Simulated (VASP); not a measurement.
Input of a VASP 6.6.1 run:

Contents of INCAR:

```
SYSTEM = CoO
PREC = Accurate ; ENCUT = 520
EDIFF = 1E-6 ; ISMEAR = 0
SIGMA = 0.2 ; LREAL = .False.
LASPH = .True. ; NELM = 150
ALGO = Normal ; ISIF = 2
LWAVE = .False. ; LCHARG = .False.
ISPIN = 2 ; MAGMOM = -2.07 2.07 0.15 -0.15
LORBIT = 11 ; LMAXMIX = 4
GGA = PS ; NBANDS = 27
```

KPOINTS

```
regular mesh
0
Gamma
  18 18 8
  0 0 0
```

The input POSCAR:

```
CoO
1.0
    3.0741996787      0.0000000000      0.0000000000
   -1.5370998393      2.6623350180      0.0000000000
    0.0000000000      0.0000000000      5.2644798590
Co O
2 2
Direct
    0.0000000000      0.0000000000      0.0086946505
    0.3333333333      0.6666666667      0.5086945044
    0.0000000000      0.0000000000      0.3663065679
    0.3333333333      0.6666666667      0.8663052770
```

Potentials or basis: VASP PAW PBE potentials, release 64 (Co, O).

Command:

```bash
$ cat potpaw_PBE.64/Co/POTCAR potpaw_PBE.64/O/POTCAR > POTCAR
$ mpirun -np 1 vasp_std > vasp.out
```

Q: What does it give for the pressure?

A: -2.7 GPa.

Q: Estimate the largest force.

A: 0.017 eV/Å.

Q: Predict the band gap on the k mesh.

A: Zero (filled and empty bands overlap).

Q: What does it give for the site moments?

A: Co -2.06, +2.06; O +0.14, -0.14 μB.

Stress tensor (GPa, compression positive):
```
-2.63  0.00  0.00
 0.00 -2.63  0.00
 0.00  0.00 -2.78
```

Caveat: the PAW data sets were made with another functional, which shifts forces and pressure a little; semilocal functionals often make such compounds metallic where correlation or magnetic order opens a gap, which also shifts bond lengths. With open d or f shells a metallic result of PBEsol can be an artefact of self-interaction; +U or a hybrid may open a gap.
